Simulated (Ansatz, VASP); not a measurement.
B2As in VASP and in Ansatz

```
B As
1.0
     3.49293   -1.52504    0.01717
     3.49293    1.52504    0.01717
    -0.05360    0.00000    3.39019
B As
2 1
Direct
  0.20549 0.20549 0.47946
  0.79451 0.79451 0.52054
  0.00000 0.00000 0.00000
```

Alike in both runs: functional PBE; k mesh 16 × 16 × 14; occupations gaussian, width 0.1 eV; no spin polarisation.

Ansatz relaxed the structure, and its values are those at the end. VASP's run is a single point on that final structure, the one shown.

|  | VASP | Ansatz |
| --- | --- | --- |
| version | VASP 6.6.1 | Ansatz 0.2.0 |
| potentials or method | VASP PAW PBE potentials, release 64 (B, As), cutoff 520 eV | scalar-relativistic, plane waves, PAW |
| valence electrons in the cell | 11 | 21 |

```csv
,VASP,Ansatz,Ansatz less VASP
gap on the k mesh at the Fermi level (eV),none,none,-
pressure (GPa),0.2,0.0,-0.21
rms of the force components (eV/Å),0.009,0.000,-0.0093
```

A gap of «none» marks a metal or a gap that the smearing closes. VASP's potentials hold 11 valence electrons a cell and Ansatz's 21, so a difference there can come from the potentials and not from the codes.
